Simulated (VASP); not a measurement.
# Ti (Fm-3m) in VASP: notebook

Runs on Ti. Level: LDA. Tasks: single point.

Everything below comes from runs of VASP 6.6.1. Logs are shortened: lines on timing, memory, paths and dates and some standing lists are left out, and cuts for length are marked.

### Step 1. The cell of the first run

It takes space group Fm-3m (No. 225, cubic). The conventional cell has a = 4.228 Å, b = 4.228 Å, c = 4.228 Å, α = 90.00°, β = 90.00°, γ = 90.00°. Ti (site symmetry m-3m) has 12 Ti at 2.99 Å within 3.9 Å.

This isn't the form of Ti at room conditions, which is hcp.

### Step 2. Single point, LDA, collinear spin (18.89 Å³/atom)

Contents of INCAR:

```
PREC     = Accurate       # precision mode
ENCUT    = 520            # plane-wave cutoff, eV
EDIFF    = 1E-6           # SCF threshold, eV
ISMEAR   = 0              # smearing method
SIGMA    = 0.15           # smearing width, eV
LREAL    = F              # projectors in reciprocal space
LASPH    = T              # aspherical terms in the spheres
NELM     = 150            # most SCF steps
ALGO     = Normal         # electronic algorithm
ISIF     = 2              # what is computed and relaxed
LWAVE    = F              # write WAVECAR
LCHARG   = F              # write CHGCAR
ISPIN    = 2              # spin polarisation
MAGMOM   = 0.5            # initial moments
LORBIT   = 11             # projections on sites
NUPDOWN  = 0.5            # fixed moment
LMAXMIX  = 4              # l up to which the mixer works
GGA      = CA             # functional
NBANDS   = 16             # bands
```

Contents of KPOINTS:

```
Automatic mesh
0
Gamma
  22 22 22
```

Contents of POSCAR:

```
Ti
1.0
    0.0000000000      2.1140031667      2.1140031667
    2.1140031667      0.0000000000      2.1140031667
    2.1140031667      2.1140031667      0.0000000000
Ti
1
Direct
    0.0000000000      0.0000000000      0.0000000000
```

Potentials or basis: VASP PAW LDA potentials, release 64 (Ti_sv).

The run is started by

```console
cat potpaw_LDA.64/Ti_sv/POTCAR > POTCAR
mpirun -np 1 vasp_std > vasp.out
```

OUTCAR:

```text
PREC = Accurate
   ENCUT = 520
   EDIFF = 1E-6
   ISMEAR = 0
   LREAL = F
   LASPH = T
   NELM = 150
   ISIF = 2
   ISPIN = 2
   LORBIT = 11
   NUPDOWN = 0.5
   GGA = CA

 ion  position               nearest neighbor table
   1  0.000  0.000  0.000-

  LATTYP: Found a face centered cubic cell.
 ALAT       =     4.2280063334

  Lattice vectors:

 A1 = (   0.0000000000,   2.1140031667,   2.1140031667)
 A2 = (   2.1140031667,   0.0000000000,   2.1140031667)
 A3 = (   2.1140031667,   2.1140031667,   0.0000000000)

Analysis of symmetry for initial positions (statically):
=====================================================================
 Subroutine PRICEL returns:
 Original cell was already a primitive cell.

 Routine SETGRP: Setting up the symmetry group for a
 face centered cubic supercell.

 Subroutine GETGRP returns: Found 48 space group operations
 (whereof 48 operations were pure point group operations)
 out of a pool of 48 trial point group operations.

The static configuration has the point symmetry O_h .

Analysis of symmetry for dynamics (positions and initial velocities):
=====================================================================
 Subroutine PRICEL returns:
 Original cell was already a primitive cell.

 Routine SETGRP: Setting up the symmetry group for a
 face centered cubic supercell.

 Subroutine GETGRP returns: Found 48 space group operations
 (whereof 48 operations were pure point group operations)
 out of a pool of 48 trial point group operations.

The dynamic configuration has the point symmetry O_h .

Analysis of structural, dynamic, and magnetic symmetry:
=====================================================================
 Subroutine PRICEL returns:
 Original cell was already a primitive cell.

 Routine SETGRP: Setting up the symmetry group for a
 face centered cubic supercell.

 Subroutine GETGRP returns: Found 48 space group operations
 (whereof 48 operations were pure point group operations)
 out of a pool of 48 trial point group operations.

The overall configuration has the point symmetry O_h .

 Subroutine INISYM returns: Found 48 space group operations
 (whereof 48 operations are pure point group operations),
 and found     1 'primitive' translations

----------------------------------------------------------------------------------------

                                     Primitive cell

  volume of cell :      18.8950

  direct lattice vectors                    reciprocal lattice vectors
     0.000000000  2.114003167  2.114003167    -0.236518094  0.236518094  0.236518094
     2.114003167  0.000000000  2.114003167     0.236518094 -0.236518094  0.236518094
     2.114003167  2.114003167  0.000000000     0.236518094  0.236518094 -0.236518094

  length of vectors
     2.989651949  2.989651949  2.989651949     0.409661356  0.409661356  0.409661356

  position of ions in fractional coordinates (direct lattice)
     0.000000000  0.000000000  0.000000000

  ion indices of the primitive-cell ions
   primitive index   ion index
                 1           1

----------------------------------------------------------------------------------------

 KPOINTS: Automatic mesh

Automatic generation of k-mesh.
 Grid dimensions read from file:
 generate k-points for:   22   22   22

 Generating k-lattice:

  Cartesian coordinates                     Fractional coordinates (reciprocal lattice)
    -0.010750822  0.010750822  0.010750822     0.045454545  0.000000000  0.000000000
     0.010750822 -0.010750822  0.010750822     0.000000000  0.045454545  0.000000000
     0.010750822  0.010750822 -0.010750822     0.000000000  0.000000000  0.045454545

  Length of vectors
     0.018620971  0.018620971  0.018620971

  Shift w.r.t. Gamma in fractional coordinates (k-lattice)
     0.000000000  0.000000000  0.000000000

 Subroutine IBZKPT returns following result:
 ===========================================

 Found    328 irreducible k-points:

 Following reciprocal coordinates:
            Coordinates               Weight
  0.000000  0.000000  0.000000      1.000000
  0.045455  0.000000  0.000000      8.000000
  0.090909  0.000000  0.000000      8.000000
  0.136364  0.000000  0.000000      8.000000
  0.181818  0.000000  0.000000      8.000000
  0.227273  0.000000  0.000000      8.000000
[... 16 lines left out ...]
  0.500000  0.045455  0.000000     24.000000
 -0.454545  0.045455  0.000000     24.000000
 [... further k-points ...]
   k-points           NKPTS =    328   k-points in BZ     NKDIM =    328   number of bands    NBANDS=     16
   number of dos      NEDOS =    301   number of ions     NIONS =      1
   total plane-waves  NPLWV =  13824
   dimension x,y,z NGX =    24 NGY =   24 NGZ =   24
   dimension x,y,z NGXF=    48 NGYF=   48 NGZF=   48
   ions per type =               1
   NGX,Y,Z   is equivalent  to a cutoff of  13.35, 13.35, 13.35 a.u.
   NGXF,Y,Z  is equivalent  to a cutoff of  26.69, 26.69, 26.69 a.u.
 SYSTEM =  unknown system
   PREC   = accura    normal or accurate (medium, high low for compatibility)
   ISTART =      0    job   : 0-new  1-cont  2-samecut
   ICHARG =      2    charge: 1-file 2-atom 10-const
   ISPIN  =      2    spin polarized calculation?
   LNONCOLLINEAR =      F non collinear calculations
   LSORBIT =      F    spin-orbit coupling
   LASPH  =      T    aspherical Exc in radial PAW
   ENCUT  =  520.0 eV  38.22 Ry    6.18 a.u.   5.56  5.56  5.56*2*pi/ulx,y,z
   NELM   =    150;   NELMIN=  2; NELMDL= -5     # of ELM steps
   EDIFF  = 0.1E-05   stopping-criterion for ELM
   LREAL  =      F    real-space projection
   EDIFFG = 0.1E-04   stopping-criterion for IOM
   NSW    =      0    number of steps for IOM
   IBRION =     -1    ionic relax: 0-MD 1-quasi-New 2-CG
   NFREE  =      0    steps in history (QN), initial steepest desc. (CG)
   ISIF   =      2    stress and relaxation
   ISYM   =      2    0-nonsym 1-usesym 2-fastsym
   POTIM  = 0.5000    time-step for ionic-motion
   TEBEG  =    0.0;   TEEND  =   0.0 temperature during run
   PSTRESS=    0.0 pullay stress
   NELECT =      12.0000    total number of electrons
   NUPDOWN=       0.5000    fix difference up-down
   EMIN   =  10.00;   EMAX   =-10.00  energy-range for DOS
   EFERMI =   0.00;   METHOD = LEGACY
   ISMEAR =     0;   SIGMA  =   0.15  broadening in eV -4-tet -1-fermi 0-gaus
   EFERMI_NEDOS =   21; number of points for ismear=-14 and -15
   IALGO  =     38    algorithm
   IMIX   =      4    mixing-type and parameters
     AMIX     =   0.40;   BMIX     =  1.00
     AMIX_MAG =   1.60;   BMIX_MAG =  1.00
  volume/ion in A,a.u.               =      18.89       127.51
  Fermi-wavevector in a.u.,A,eV,Ry     =   1.407191  2.659205 26.942061  1.980186
  Thomas-Fermi vector in A             =   2.529475
   LORBIT       =     11    0 simple, 1 ext, 2 COOP (PROOUT), +10 PAW based schemes
   GGA     = CA    functional components
   LHFCALC =     F    Hartree Fock is set to
   AEXX    =    0.0000 exact exchange contribution
   IVDW    =     0    specifies the selected vdW correction
   LEPSILON=     F    determine dielectric tensor
   LRPA    =     F    only Hartree local field effects (RPA)
 spin polarized calculation
 Gauss-broadening in eV      SIGMA  =   0.15
  energy-cutoff  :      520.00
  volume of cell :       18.89
 maximum number of plane-waves:       532
   NGX = 11   NGY = 11   NGZ = 11

 number of electron      12.0000001 magnetization       0.5000000

 Free energy of the ion-electron system (eV)
  ---------------------------------------------------
  ext. energy  EPLUGINS =         0.00000000
  ---------------------------------------------------
  free energy    TOTEN  =        -8.32967685 eV

  energy without entropy =       -8.30818204  energy(sigma->0) =       -8.31892945

 E-fermi :   7.0254     XC(G=0): -11.3817

 val. band max:        7.2327317460   @ k =  -0.3636   0.4545   0.1818
 cond. band min:       7.0304148415   @ k =  -0.2727   0.3636   0.1364
 fundamental gap:     -0.2023169045
 Fermi energy:         7.2333998823

 spin component 1

 k-point     1 :       0.0000    0.0000    0.0000
  band No.  band energies     occupation
      1     -49.1627      1.00000
      2     -25.4801      1.00000
      3     -25.4801      1.00000
      4     -25.4801      1.00000
      5       1.1596      1.00000
      6       7.7639      0.00000
[... 8 lines left out ...]
     15      29.6886      0.00000
     16      30.1840      0.00000

 k-point     2 :       0.0455    0.0000    0.0000
  band No.  band energies     occupation
      1     -49.1609      1.00000
      2     -25.4910      1.00000
      3     -25.4815      1.00000
      4     -25.4815      1.00000
      5       1.2218      1.00000
      6       7.7273      0.00000
[... 8 lines left out ...]
     15      29.8101      0.00000
     16      30.1774      0.00000
[... 387 lines left out ...]
      5       4.6098      1.00000
      6       7.3835      0.07848
[... 8 lines left out ...]
     15      28.2472      0.00000
     16      28.2651      0.00000

 k-point    24 :      -0.4545    0.0455    0.0000
  band No.  band energies     occupation
      1     -49.0713      1.00000
      2     -25.9957      1.00000
      3     -25.5569      1.00000
      4     -25.5488      1.00000
      5       4.5937      1.00000
      6       7.3686      0.10116
[... 8 lines left out ...]
     15      28.1348      0.00000
     16      28.3399      0.00000

 [... further k-points ...]

 spin component 2

 k-point     1 :       0.0000    0.0000    0.0000
  band No.  band energies     occupation
      1     -48.8800      1.00000
      2     -25.1980      1.00000
      3     -25.1980      1.00000
      4     -25.1980      1.00000
      5       1.4568      1.00000
      6       8.0825      0.00000
[... 8 lines left out ...]
     15      29.9327      0.00000
     16      30.5019      0.00000

 k-point     2 :       0.0455    0.0000    0.0000
  band No.  band energies     occupation
      1     -48.8782      1.00000
      2     -25.2089      1.00000
      3     -25.1994      1.00000
      4     -25.1994      1.00000
      5       1.5190      1.00000
      6       8.0460      0.00000
[... 8 lines left out ...]
     15      30.0855      0.00000
     16      30.4946      0.00000
[... 387 lines left out ...]
      5       4.9313      1.00000
      6       7.6573      0.00000
[... 8 lines left out ...]
     15      28.5249      0.00000
     16      28.5415      0.00000

 k-point    24 :      -0.4545    0.0455    0.0000
  band No.  band energies     occupation
      1     -48.7888      1.00000
      2     -25.7126      1.00000
      3     -25.2746      1.00000
      4     -25.2665      1.00000
      5       4.9146      1.00000
      6       7.6446      0.00000
[... 8 lines left out ...]
     15      28.4107      0.00000
     16      28.6179      0.00000

 [... further k-points ...]

------------------------ aborting loop because EDIFF is reached ----------------------------------------

  FORCE on cell =-STRESS in cart. coord.  units (eV):
  Direction    XX          YY          ZZ          XY          YZ          ZX
  --------------------------------------------------------------------------------------
  -------------------------------------------------------------------------------------
  Total       -1.7115012     -1.7115012     -1.7115012      0.0000000      0.0000000     -0.0000000
  in kB     -145.1245569   -145.1245569   -145.1245569      0.0000000      0.0000000     -0.0000000
  external PRESSURE =    -145.1245569 kB  Pullay stress =       0.0000000 kB

 VOLUME and BASIS-vectors are now :
 -----------------------------------------------------------------------------
  energy-cutoff  :      520.00
  volume of cell :       18.89
      direct lattice vectors                 reciprocal lattice vectors
     0.000000000  2.114003167  2.114003167    -0.236518094  0.236518094  0.236518094
     2.114003167  0.000000000  2.114003167     0.236518094 -0.236518094  0.236518094
     2.114003167  2.114003167  0.000000000     0.236518094  0.236518094 -0.236518094

 POSITION                                       TOTAL-FORCE (eV/Angst)
 -----------------------------------------------------------------------------------
      0.00000      0.00000      0.00000        -0.000000      0.000000     -0.000000
 -----------------------------------------------------------------------------------
    total drift:                               -0.000000      0.000000      0.000000

  FREE ENERGIE OF THE ION-ELECTRON SYSTEM (eV)
  ---------------------------------------------------
  free  energy   TOTEN  =        -8.3296768535 eV

  energy  without entropy=       -8.3081820390  energy(sigma->0) =       -8.31892945

 total charge

# of ion       s       p       d       tot
------------------------------------------
    1        2.235   6.099   1.862  10.196

 magnetization (x)

# of ion       s       p       d       tot
------------------------------------------
    1        0.003   0.031   0.305   0.339
```

Run time: 3.4 min. Hardware: 1 thread of Intel Xeon 8259CL, shared host; peak memory 0.25 GiB.

What came out:

| Property | Result |
| --- | --- |
| Free energy | -8.3297 eV |
| Pressure | -14.5 GPa |
| Net moment | 0.50 μB per cell |
| Site moments | Ti +0.34 μB |
| Valence electrons inside the program's atomic spheres | Ti 10.20 |

Caveat: the cell stands under tension; the total moment is fixed, so each spin has its own Fermi level.

### Step 3. Single point, LDA, collinear spin (18.89 Å³/atom)

Contents of INCAR:

```
SYSTEM = Ti
PREC = Accurate
ENCUT = 520
EDIFF = 1E-6
ISMEAR = 0
SIGMA = 0.15
LREAL = .False.
LASPH = .True.
NELM = 150
ALGO = Normal
ISIF = 2
LWAVE = .False.
LCHARG = .False.
ISPIN = 2
MAGMOM = 1
LORBIT = 11
NUPDOWN = 1.0
LMAXMIX = 4
GGA = CA
NBANDS = 16
```

Contents of KPOINTS:

```
Automatic mesh
0
Gamma
  22 22 22
  0 0 0
```

POSCAR is that of step 2.

Potentials or basis: VASP PAW LDA potentials, release 64 (Ti_sv).

The run is started by

```console
cat potpaw_LDA.64/Ti_sv/POTCAR > POTCAR
mpirun -np 1 vasp_std > vasp.out
```

Run time: 3.2 min. Hardware: 1 thread of Intel Xeon 8259CL, shared host; peak memory 0.25 GiB.

The run converged. Its results:

```yaml
Free_energy: -8.2454 eV
Pressure: -12.8 GPa
Net_moment: 1.00 μB per cell
Site_moments: Ti +0.68 μB
Valence_electrons_inside_the_program's_atomic_spheres: Ti 10.20
```

Caveat: the cell stands under tension; the total moment is fixed, so each spin has its own Fermi level.

(Continued in part 2 of 2.)
